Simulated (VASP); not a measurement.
Here is a VASP 6.6.1 calculation.

Contents of POSCAR:

```
ZnS
1.0
    0.0000000000      2.6936828800      2.6936828800
    2.6936828800      0.0000000000      2.6936828800
    2.6936828800      2.6936828800      0.0000000000
Zn S
1 1
Direct
    0.0000000000      0.0000000000      0.0000000000
    0.7500000000      0.7500000000      0.7500000000
```

INCAR.step1

```
PREC = Accurate ; ENCUT = 520
ISMEAR = 0 ; SIGMA = 0.1
LREAL = F ; LASPH = T
NELM = 100 ; NBANDS = 16
GGA = PE ; ALGO = Normal
EDIFF = 1E-4 ; LWAVE = T
LCHARG = F
```

INCAR.step2

```
PREC = Accurate ; ENCUT = 520
EDIFF = 1E-6 ; ISMEAR = 0
SIGMA = 0.1 ; LREAL = F
LASPH = T ; NELM = 100
ALGO = Normal ; ISIF = 2
LWAVE = F ; LCHARG = F
METAGGA = R2SCAN ; LMIXTAU = T
NBANDS = 16 ; ISTART = 1
```

File KPOINTS:

```
Automatic mesh
0
Gamma
  6 6 6
```

Potentials or basis: VASP PAW PBE potentials, release 64 (Zn, S).

Run with:

```console
$ cat potpaw_PBE.64/Zn/POTCAR potpaw_PBE.64/S/POTCAR > POTCAR
$ cp INCAR.step1 INCAR
$ mpirun -np 1 vasp_std > vasp.out
$ cp INCAR.step2 INCAR
$ mpirun -np 1 vasp_std > vasp.out
```

Task: Estimate the pressure.

Result: 0.1 GPa.

Task: Predict the band gap on the k mesh.

Result: 2.72 eV, direct.

Caveat: the PAW data sets were made with another functional, which shifts forces and pressure a little. r2SCAN opens gaps a little over a GGA but as a rule still falls short of measured ones.
